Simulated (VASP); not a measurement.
Here is a VASP 6.6.1 calculation.

The input INCAR:

```
SYSTEM = LiPb2N3
PREC = Accurate
ENCUT = 520
EDIFF = 1E-6
ISMEAR = -1
SIGMA = 0.05
LREAL = .False.
LASPH = .True.
NELM = 80
ALGO = Normal
ISIF = 2
LWAVE = .False.
LCHARG = .False.
GGA = PS
NBANDS = 32
```

The input KPOINTS:

```
regular mesh
0
Gamma
  4 4 6
  0 0 0
```

POSCAR

```
LiPb2N3
1.0
    3.4275588973     -5.1973700697      1.3914952631
    2.8050114271      4.7636757999      0.2401909478
    0.8744044103     -0.4297309126      3.2442653897
Li Pb N
1 2 3
Direct
   -0.1583955232     -0.1676098580      0.8667942879
    0.5433646415      0.2070899348      0.5154660446
    0.1767809001      0.5448451147      0.3741547361
    0.7847623231      0.1555427374     -0.2036021799
    0.1568414262      0.7916067257     -0.1353622234
    0.5052677220      0.4616436738      0.0443752694
```

Potentials or basis: VASP PAW PBE potentials, release 64 (Li_sv, Pb_d, N).

Run with:

```sh
$ cat potpaw_PBE.64/Li_sv/POTCAR potpaw_PBE.64/Pb_d/POTCAR potpaw_PBE.64/N/POTCAR > POTCAR
$ mpirun -np 1 vasp_std > vasp.out
```

Question: Predict the largest force.

Answer: 0.011 eV/Å.

Question: Predict the band gap on the k mesh.

Answer: 0.06 eV (least direct gap 0.21 eV).

Forces in eV/Å, atoms in the order of the input:
```
Li   0.005 -0.010 -0.001
Pb  -0.001 -0.001  0.002
Pb   0.001  0.000 -0.002
N   -0.002  0.003 -0.001
N    0.000  0.005  0.005
N   -0.003  0.003 -0.003
```

Caveat: the smearing spreads over this small gap; the PAW data sets were made with another functional, which shifts forces and pressure a little; spin-orbit coupling is left out, which moves the levels of the heavy elements. A k mesh can miss the band edges.
